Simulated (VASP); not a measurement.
Write the native input for VASP 6.6.1 that does the following.

| Quantity | Value |
| --- | --- |
| Task | single point |
| Functional | PBE |
| Dispersion | D3(BJ) |
| Potentials or basis | VASP PAW PBE potentials, release 64 (Li_sv, Mg, C, O) |
| Cutoff | 520 eV |
| k mesh | 2 × 2 × 1 |
| Occupations | fermi-dirac, width 0.1 eV |
| Spin | no spin polarisation |
| Dipole correction | no |
| Further INCAR settings | LREAL = Auto; ALGO = Normal; EDIFF = 1e-07; NBANDS = 55 |

The structure of Li8Mg16CO2 lies in POSCAR:

```
Li8Mg16CO2
1.0
    9.3790480000      0.0000000000      0.0000000000
    0.0000000000     10.0936900000      0.0000000000
    0.0000000000      0.0000000000     17.5407100000
Li Mg C O
8 16 1 2
Direct
    0.6666667000      0.2500000000      0.0570102000
    0.3333333000      0.2500000000      0.0570102000
    0.1706123951      0.2499293753      0.2009812523
    0.8300477661      0.2499762700      0.2026053924
    0.6666667000      0.7500000000      0.0570102000
    0.3333333000      0.7500000000      0.0570102000
    0.1704548184      0.7499508867      0.2030106674
    0.8300716167      0.7499336377      0.2027003109
    0.4998214330     -0.0004350300      0.0956699455
    0.1702974673     -0.0002003286      0.0942422719
    0.8302425504     -0.0000453431      0.0935406181
    0.0000000000      0.2500000000      0.0570102000
    1.0000800577      0.0010284973      0.2438862564
    0.6710442154      0.0003959482      0.2493847140
    0.3298364024      0.0010954975      0.2508361465
    0.5006016164      0.2500073315      0.2010442775
    0.4998357062      0.5004458972      0.0955418487
    0.1702970762      0.5001797779      0.0942316923
    0.8301336866      0.5000251376      0.0936038574
    0.0000000000      0.7500000000      0.0570102000
    1.0000430456      0.4988825875      0.2438929850
    0.6708624637      0.4994849644      0.2495071558
    0.3298312008      0.4987168869      0.2507125139
    0.4996875027      0.7499426994      0.2028725051
    0.3416702532      0.2449875573      0.4159497368
    0.3441015639      0.1288984976      0.4145979726
    0.3389393303      0.3609998069      0.4171455831
```

These files were run (other wordings do the same):

INCAR

```
  ALGO = Normal
  EDIFF = 1E-7
  ENCUT = 520
  GGA = PE
  ISIF = 2
  ISMEAR = -1
  IVDW = 12
  LASPH = True
  LCHARG = False
  LREAL = Auto
  LWAVE = False
  NBANDS = 55
  NELM = 60
  PREC = Accurate
  SIGMA = 0.1
```

KPOINTS

```
k-points
0
Gamma
  2 2 1
```

Potentials or basis: VASP PAW PBE potentials, release 64 (Li_sv, Mg, C, O).

The run is started by

```console
$ cat potpaw_PBE.64/Li_sv/POTCAR potpaw_PBE.64/Mg/POTCAR potpaw_PBE.64/C/POTCAR potpaw_PBE.64/O/POTCAR > POTCAR
$ mpirun -np 1 vasp_std > vasp.out
```

Results of the run:

| Quantity | Value |
| --- | --- |
| Largest force | 0.608 eV/Å |
| Band gap on the k mesh | zero (bands 36 and 37 overlap by 0.26 eV) |
| Dispersion energy per atom | -0.141 eV |

Caveat: there is no dipole correction, which matters where the two faces differ.

It took 15 min on 1 thread of Oxide Virtual Turin-like Processor, on a shared host, peak memory 1.4 GiB.
